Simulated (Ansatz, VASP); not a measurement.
# Two plane-wave programs on ZnS

```xyz
4
Lattice="3.8055 0.0000 0.0000 -1.9027 3.2956 0.0000 0.0000 0.0000 6.2440" Properties=species:S:1:pos:R:3 pbc="T T T"
Zn    0.0000    2.1971    0.0021
Zn    1.9027    1.0985    3.1241
S     0.0000    2.1971    2.3394
S     1.9027    1.0985    5.4614
```

Alike in both runs: task single point; functional PBE; k mesh 12 × 12 × 4; no spin polarisation.

|  | VASP | Ansatz |
| --- | --- | --- |
| version | VASP 6.6.1 | Ansatz 0.2.0 |
| potentials or method | VASP PAW PBE potentials, release 64 (Zn, S) | plane waves, PAW |
| plane-wave cutoff (eV) | 520 | 420 |
| occupations | gaussian, width 0.01 eV | fixed |
| valence electrons in the cell | 36 | 36 |

|  | VASP | Ansatz | Ansatz less VASP |
| --- | --- | --- | --- |
| gap on the k mesh at the Fermi level (eV) | 2.22 | 2.21 | -0.005 |
| pressure (GPa) | 2.4 | 2.3 | -0.17 |
